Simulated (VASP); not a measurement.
Be, 1 atom in the cell. The structure is cubic, space group Im-3m (No. 229). The conventional cell has a = 2.455 Å, b = 2.455 Å, c = 2.455 Å, α = 90.00°, β = 90.00°, γ = 90.00°. Within 2.8 Å of Be (site symmetry m-3m) lie 14 Be at 2.13 to 2.45 Å. 

```yaml
Program: VASP 6.6.1
Task: single point
Functional: PBEsol
Dispersion: D3(BJ)
Potentials_or_basis: VASP PAW PBE potentials, release 64 (Be)
Cutoff: 520 eV
k_mesh: 15 × 15 × 15
Occupations: fermi-dirac, width 0.1 eV
Spin: no spin polarisation
Dipole_correction: no
Further_INCAR_settings: ALGO = Normal; EDIFF = 1e-06; NBANDS = 7
```

Potentials or basis: VASP PAW PBE potentials, release 64 (Be).

Command:

```bash
$ cat potpaw_PBE.64/Be/POTCAR > POTCAR
$ mpirun -np 1 vasp_std > vasp.out
```

Hardware: 1 thread of Intel(R) Xeon(R) Platinum 8488C (Sapphire Rapids) (shared host).

Estimate the wall time of this run.

It took 2.9 s on 1 thread of Intel(R) Xeon(R) Platinum 8488C (Sapphire Rapids) (shared host), peak memory 0.12 GiB. Counts: scf iterations 9, k points 120.
